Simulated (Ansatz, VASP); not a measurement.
# InWSe3: VASP beside Ansatz

```
CELL_PARAMETERS angstrom
7.19167 0.00000 0.00000
-3.59584 6.22817 0.00000
0.00000 0.00000 5.72107
ATOMIC_POSITIONS crystal
In 0.33333 0.66667 0.75000
In 0.66667 0.33333 0.25000
W 0.00000 0.00000 0.00000
W 0.00000 0.00000 0.50000
Se 0.17021 0.82979 0.25000
Se 0.34042 0.17021 0.75000
Se 0.17021 0.34042 0.25000
Se 0.82979 0.17021 0.75000
Se 0.65958 0.82979 0.25000
Se 0.82979 0.65958 0.75000
```

Change from the starting cell: species swapped into the CsCoCl3 type (P6_3/mmc, No. 194).

Alike in both runs: functional PBE; k mesh 3 × 3 × 4; occupations gaussian, width 0.1 eV; no spin polarisation.

Ansatz relaxed the structure, and its values are those at the end. VASP's run is a single point on that final structure, the one shown.

|  | VASP | Ansatz |
| --- | --- | --- |
| version | VASP 6.6.1 | Ansatz 0.2.0 |
| potentials or method | VASP PAW PBE potentials, release 64 (In_d, W_sv, Se), cutoff 520 eV | scalar-relativistic, plane waves, PAW |
| valence electrons in the cell | 90 | 150 |

|  | VASP | Ansatz | Ansatz less VASP |
| --- | --- | --- | --- |
| gap on the k mesh at the Fermi level (eV) | none | none | - |
| pressure (GPa) | 0.1 | 0.0 | -0.12 |
| rms of the force components (eV/Å) | 0.015 | 0.002 | -0.0134 |

A gap of «none» marks a metal or a gap that the smearing closes. VASP's potentials hold 90 valence electrons a cell and Ansatz's 150, so a difference there can come from the potentials and not from the codes.

Neither program's run includes spin-orbit coupling.
